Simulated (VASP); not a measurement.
A run of VASP 6.6.1 is set up as follows.

Contents of INCAR:

```
  PREC = Accurate
  ENCUT = 520
  EDIFF = 1E-7
  ISMEAR = -1
  SIGMA = 0.05
  LREAL = F
  LASPH = T
  NELM = 80
  ALGO = Normal
  ISIF = 2
  LWAVE = F
  LCHARG = F
  GGA = PS
  NBANDS = 12
```

File KPOINTS:

```
regular mesh
0
Gamma
  16 16 16
```

POSCAR

```
Au
1.0
    0.0000000000      1.8952868643      1.8952868643
    1.8952868643      0.0000000000      1.8952868643
    1.8952868643      1.8952868643      0.0000000000
Au
1
Direct
    0.0000000000      0.0000000000      0.0000000000
```

Potentials or basis: VASP PAW PBE potentials, release 64 (Au).

Run with:

```console
$ cat potpaw_PBE.64/Au/POTCAR > POTCAR
$ mpirun -np 1 vasp_std > vasp.out
```

What does it give for the pressure?

73.3 GPa.

Caveat: the PAW data sets were made with another functional, which shifts forces and pressure a little.
